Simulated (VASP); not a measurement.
The system is Ni.

```
Ni
1.0
     0.00000    1.73757    1.73757
     1.73757    0.00000    1.73757
     1.73757    1.73757    0.00000
Ni
1
Direct
  0.00000 0.00000 0.00000
```

Base run:

- Program: VASP 6.6.1
- Functional: PBEsol
- Potentials or basis: VASP PAW PBE potentials, release 64 (Ni)
- Cutoff: 600 eV
- k mesh: 13 × 13 × 13
- Occupations: fermi-dirac, width 0.05 eV
- Spin: collinear spin, ferromagnetic start
- Starting moments: [2.5] μB

Its results: pressure -2.5 GPa; net moment 0.62 μB per cell; site moments Ni +0.63 μB.

Problem. The run is repeated on the same cell with these changes: functional from PBEsol to PBE; cutoff from 600 eV to 520 eV. What comes out?

Solution. Pressure 7.9 GPa; net moment 0.62 μB per cell; site moments Ni +0.63 μB.

PBE binds less tightly than PBEsol, so the same cell stands under more pressure.

Caveats: the PAW data sets were made with another functional, which shifts forces and pressure a little (some runs).
